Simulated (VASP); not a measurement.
# Al2B3P5 (P1) in VASP: relaxation of cell and atoms with PBE

Aim: the relaxation of cell and atoms of Al2B3P5 with PBE.

Everything below comes from runs of VASP 6.6.1. Logs are shortened: lines on timing, memory, paths and dates and some standing lists are left out, and cuts for length are marked.

## (1) The cell of the first run

The typed cell holds 10 atoms: a = 3.426 Å, b = 3.488 Å, c = 12.579 Å, α = 97.03°, β = 94.78°, γ = 90.87°.

## (2) Relaxation of cell and atoms, PBE

INCAR

```
SYSTEM = Al2B3P5
  PREC = Accurate
  ENCUT = 600
  EDIFF = 1E-7
  ISMEAR = 0
  SIGMA = 0.1
  LREAL = .False.
  LASPH = .True.
  NELM = 80
  ALGO = Normal
  ISIF = 3
  LWAVE = .False.
  LCHARG = .False.
  GGA = PE
  IBRION = 2
  NSW = 80
  EDIFFG = -0.025
```

KPOINTS

```
regular mesh
0
Gamma
  4 4 4
  0 0 0
```

POSCAR

```
Al2B3P5
1.0
   -0.0265374912     -3.4252017872      0.0867876885
    3.4873664969      0.0265374912      0.0246419000
   -1.6386277551      1.3760632579     12.3960644052
Al B P
2 3 5
Direct
    0.8504705664      0.8541101650      0.7887070497
    0.1284452854      0.1693320841      0.2174922029
    0.4986411236      0.4616031253      1.0094329727
    0.7485414834      0.6891202732      0.4124181336
    0.2765364355      0.3367303606      0.5763089428
    0.4162125801      0.9221386733      0.9087888669
    0.1006284851      0.5686822403      0.0775946494
    0.6571301296      0.1309398498      0.3173222688
    0.2515676607      0.7474664057      0.5083024118
    0.8218262503      0.3698768227      0.6836325014
```

Potentials or basis: VASP PAW PBE potentials, release 64 (Al, B, P).

Command:

```
$ cat potpaw_PBE.64/Al/POTCAR potpaw_PBE.64/B/POTCAR potpaw_PBE.64/P/POTCAR > POTCAR
$ mpirun -np 1 vasp_std > vasp.out
```

OUTCAR:

```text
SYSTEM = Al2B3P5
   PREC = Accurate
   ENCUT = 600
   EDIFF = 1E-7
   ISMEAR = 0
   LREAL = .False.
   LASPH = .True.
   NELM = 80
   ISIF = 3
   GGA = PE
   IBRION = 2
   NSW = 80
   EDIFFG = -0.025

 ion  position               nearest neighbor table
   1  0.850  0.854  0.789-  10 2.01   6 2.20   6 2.35  10 2.36
   2  0.128  0.169  0.217-   8 2.13   8 2.14   7 2.37   7 2.56
   3  0.499  0.462  0.009-   7 1.69   6 2.14   6 2.17   7 2.18
   4  0.749  0.689  0.412-   9 2.01   8 2.08   8 2.16   9 2.17
   5  0.277  0.337  0.576-   9 1.76   9 2.12  10 2.14  10 2.20
   6  0.416  0.922  0.909-   3 2.14   3 2.17   1 2.20   1 2.35   7 2.86
   7  0.101  0.569  0.078-   3 1.69   3 2.18   2 2.37   2 2.56   6 2.86
   8  0.657  0.131  0.317-   4 2.08   2 2.13   2 2.14   4 2.16
   9  0.252  0.747  0.508-   5 1.76   4 2.01   5 2.12   4 2.17
  10  0.822  0.370  0.684-   1 2.01   5 2.14   5 2.20   1 2.36

  LATTYP: Found a triclinic cell.
 ALAT       =     3.4264038910
 B/A-ratio  =     1.4376710723
 C/A-ratio  =     4.2946548279
 COS(alpha) =     0.0128703918
 COS(beta)  =     0.3872229814
 COS(gamma) =     0.7063110168

  Lattice vectors:

 A1 = (   0.0265374912,   3.4252017872,  -0.0867876885)
 A2 = (   3.5139039881,   3.4517392784,  -0.0621457885)
 A3 = (  -5.2830302563,   5.4212653341, -12.6189235822)

Analysis of symmetry for initial positions (statically):
=====================================================================
 Subroutine PRICEL returns:
 Original cell was already a primitive cell.

 Routine SETGRP: Setting up the symmetry group for a
 triclinic supercell.

 Subroutine GETGRP returns: Found  1 space group operations
 (whereof  1 operations were pure point group operations)
 out of a pool of  2 trial point group operations.

The static configuration has the point symmetry C_1 .

Analysis of symmetry for dynamics (positions and initial velocities):
=====================================================================
 Subroutine PRICEL returns:
 Original cell was already a primitive cell.

 Routine SETGRP: Setting up the symmetry group for a
 triclinic supercell.

 Subroutine GETGRP returns: Found  1 space group operations
 (whereof  1 operations were pure point group operations)
 out of a pool of  2 trial point group operations.

The dynamic configuration has the point symmetry C_1 .

 Subroutine INISYM returns: Found  1 space group operations
 (whereof  1 operations are pure point group operations),
 and found     1 'primitive' translations

----------------------------------------------------------------------------------------

                                     Primitive cell

  volume of cell :     148.6209

[... 123 lines left out ...]
     AMIX     =   0.40;   BMIX     =  1.00
     AMIX_MAG =   1.60;   BMIX_MAG =  1.00
  volume/ion in A,a.u.               =      14.86       100.29
  Fermi-wavevector in a.u.,A,eV,Ry     =   1.056983  1.997409 15.200620  1.117214
  Thomas-Fermi vector in A             =   2.192239
   LORBIT       =      0    0 simple, 1 ext, 2 COOP (PROOUT), +10 PAW based schemes
   GGA     = PE    functional components
   LHFCALC =     F    Hartree Fock is set to
   AEXX    =    0.0000 exact exchange contribution
   IVDW    =     0    specifies the selected vdW correction
   LEPSILON=     F    determine dielectric tensor
   LRPA    =     F    only Hartree local field effects (RPA)
 conjugate gradient relaxation of ions
 non-spin polarized calculation
 Gauss-broadening in eV      SIGMA  =   0.10
  energy-cutoff  :      600.00
  volume of cell :      148.62
 maximum number of plane-waves:      4987
   NGX = 13   NGY = 13   NGZ = 51

--------------------------------------- Ionic step        1  -------------------------------------------

 number of electron      40.0000000 magnetization

 Free energy of the ion-electron system (eV)
  ---------------------------------------------------
  ext. energy  EPLUGINS =         0.00000000
  ---------------------------------------------------
  free energy    TOTEN  =       -53.27874014 eV

  energy without entropy =      -53.27230108  energy(sigma->0) =      -53.27552061

------------------------ aborting loop because EDIFF is reached ----------------------------------------

  FORCE on cell =-STRESS in cart. coord.  units (eV):
  Direction    XX          YY          ZZ          XY          YZ          ZX
  --------------------------------------------------------------------------------------
  -------------------------------------------------------------------------------------
  Total        5.0860329     12.2663823      8.4226646      0.9185650      8.4479541     -0.1589715
  in kB       54.8289411    132.2352346     90.7988192      9.9024023     91.0714478     -1.7137596
  external PRESSURE =      92.6209983 kB  Pullay stress =       0.0000000 kB
[... 113 lines left out ...]
  FREE ENERGIE OF THE ION-ELECTRON SYSTEM (eV)
  ---------------------------------------------------
  free  energy   TOTEN  =       -56.2691919447 eV

  energy  without entropy=      -56.2691873634  energy(sigma->0) =      -56.26918965

 E-fermi :   6.4772     XC(G=0):  -9.9181

 val. band max:        6.2323144279   @ k =   0.0000   0.0000   0.0000
 cond. band min:       6.7363519362   @ k =   0.0000   0.0000   0.5000
 fundamental gap:      0.5040375083
 Fermi energy:         6.4771609440

 k-point     1 :       0.0000    0.0000    0.0000
  band No.  band energies     occupation
      1      -7.9091      2.00000
      2      -7.2184      2.00000
      3      -6.5457      2.00000
      4      -4.8046      2.00000
      5      -4.6677      2.00000
      6      -0.5014      2.00000
[... 685 lines left out ...]
     25       9.8750      0.00000
     26      10.0340      0.00000

 [... further k-points ...]

[... ionic steps 4 to 18 ...]

--------------------------------------- Ionic step       19  -------------------------------------------

 number of electron      39.9999999 magnetization

------------------------ aborting loop because EDIFF is reached ----------------------------------------
[... 83 lines left out ...]
--------------------------------------- Ionic step       21  -------------------------------------------

 number of electron      39.9999999 magnetization

 Free energy of the ion-electron system (eV)
  ---------------------------------------------------
  ext. energy  EPLUGINS =         0.00000000
  ---------------------------------------------------
  free energy    TOTEN  =       -56.88901978 eV

  energy without entropy =      -56.88901889  energy(sigma->0) =      -56.88901933

 E-fermi :   6.9186     XC(G=0): -10.0705

 val. band max:        6.6318587141   @ k =   0.0000   0.0000   0.0000
 cond. band min:       7.2126261762   @ k =   0.0000   0.0000   0.5000
 fundamental gap:      0.5807674621
 Fermi energy:         6.9185936961

 k-point     1 :       0.0000    0.0000    0.0000
  band No.  band energies     occupation
      1      -7.8061      2.00000
      2      -7.1901      2.00000
      3      -6.3744      2.00000
      4      -4.6451      2.00000
      5      -4.3989      2.00000
      6      -0.2386      2.00000
[... 724 lines left out ...]
  FREE ENERGIE OF THE ION-ELECTRON SYSTEM (eV)
  ---------------------------------------------------
  free  energy   TOTEN  =       -56.8890197767 eV

  energy  without entropy=      -56.8890188873  energy(sigma->0) =      -56.88901933

 reached required accuracy - stopping structural energy minimisation
```

It took 14 min on 1 thread of Intel Xeon 6975P-C (Granite Rapids), shared host; peak memory 0.36 GiB.

Results:

- Free energy: -56.8890 eV
- Relaxed volume: 15.13 Å³/atom
- Relaxed cell: a = 3.449 Å, b = 3.450 Å, c = 12.947 Å, α = 97.65°, β = 97.63°, γ = 90.02°
- Space group after relaxing (to 0.05 Å): I-4m2 (No. 119)
- Energy gained by relaxing: 361.0 meV/atom
- Ionic steps: 21
- Pressure after relaxing: 0.0 GPa
- Largest force after relaxing: 0.024 eV/Å
- Band gap on the k mesh: 0.58 eV, indirect (least direct gap 0.59 eV)

Forces in eV/Å, atoms in the order of the input:
```
Al   0.008 -0.003 -0.002
Al   0.000  0.015  0.005
B    0.001 -0.003  0.000
B    0.003  0.010  0.009
B   -0.003 -0.008 -0.003
P   -0.020 -0.013 -0.001
P   -0.001 -0.014  0.002
P    0.003  0.016 -0.010
P   -0.005  0.006 -0.010
P    0.013 -0.007  0.010
```

The path:
| step | energy change (eV) | largest force (eV/Å) | pressure (GPa) | volume (Å³) |
| --- | --- | --- | --- | --- |
| 1 | 0.0000 | 7.2145 | 9.26 | 148.62 |
| 2 | -1.4695 | 2.4628 | -8.20 | 167.58 |
| 3 | -2.9905 | 1.3274 | -4.47 | 157.77 |
| 4 | -2.9922 | 1.2982 | -4.33 | 157.59 |
| 5 | -3.3723 | 0.9595 | 0.63 | 150.07 |
| 6 | -3.3726 | 0.9537 | 0.81 | 149.85 |
| 7 | -3.4695 | 0.4102 | 0.50 | 150.22 |
| 8 | -3.4811 | 0.6117 | 0.40 | 150.40 |
| 9 | -3.5343 | 0.4237 | -0.28 | 151.38 |
| 10 | -3.5527 | 0.5287 | -0.96 | 152.40 |
| 11 | -3.5905 | 0.3335 | -0.15 | 151.45 |
| 12 | -3.5977 | 0.2049 | 0.39 | 150.81 |
| 13 | -3.6045 | 0.0954 | -0.08 | 151.39 |
| 14 | -3.6045 | 0.0959 | -0.08 | 151.40 |
| 15 | -3.6066 | 0.0748 | -0.04 | 151.36 |
| 16 | -3.6073 | 0.0956 | 0.00 | 151.32 |
| 17 | -3.6089 | 0.0635 | 0.02 | 151.30 |
| 18 | -3.6094 | 0.0554 | 0.05 | 151.28 |
| 19 | -3.6101 | 0.0301 | -0.03 | 151.36 |
| 20 | -3.6101 | 0.0312 | -0.05 | 151.38 |
| 21 | -3.6103 | 0.0235 | 0.01 | 151.30 |

Final structure:
```
CELL_PARAMETERS angstrom
-0.00029 -3.44926 -0.00036
3.44955 0.00114 -0.00019
-1.72293 1.71806 12.71664
ATOMIC_POSITIONS crystal
Al 0.89449 0.89481 0.79284
Al 0.10655 0.10414 0.20713
B 0.49794 0.50140 0.99999
B 0.70848 0.70653 0.41383
B 0.29301 0.29287 0.58618
P 0.45494 0.95867 0.91428
P 0.04107 0.54360 0.08570
P 0.66732 0.16398 0.32855
P 0.25092 0.74999 0.50004
P 0.83527 0.33401 0.67146
```

Caveat: the k points lie up to 0.46 Å⁻¹ apart in the final cell. A k mesh can miss the band edges.
